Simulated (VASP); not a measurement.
Input of a VASP 6.6.1 run:

The input INCAR:

```
  PREC = Accurate
  ENCUT = 400
  EDIFF = 1E-8
  ISMEAR = -1
  SIGMA = 0.03
  LREAL = False
  LASPH = True
  NELM = 120
  ALGO = Normal
  ISIF = 2
  LWAVE = False
  LCHARG = False
  GGA = PE
  LEFG = True
  NBANDS = 15
  GGA_COMPAT = False
```

Contents of KPOINTS:

```
regular mesh
0
Gamma
  7 7 7
```

POSCAR

```
CsBr
1.0
    3.5440742934      0.0000000000      0.0000000000
    0.0000000000      3.5440742934      0.0000000000
    0.0000000000      0.0000000000      3.5440742934
Cs Br
1 1
Direct
    0.0000000000      0.0000000000      0.0000000000
    0.5000000000      0.5000000000      0.5000000000
```

Potentials or basis: VASP PAW PBE potentials, release 64 (Cs_sv, Br).

Command:

```bash
$ cat potpaw_PBE.64/Cs_sv/POTCAR potpaw_PBE.64/Br/POTCAR > POTCAR
$ mpirun -np 1 vasp_std > vasp.out
```

Task: What does it give for the pressure?

Result: 40.3 GPa.

Task: Predict the band gap on the k mesh.

Result: 2.76 eV, direct.

Caveat: without QUAD_EFG the Cq values of the log hold for a quadrupole moment of 1 mb, not for the nuclei; spin-orbit coupling is left out, which moves the levels of the heavy elements. A k mesh can miss the band edges.
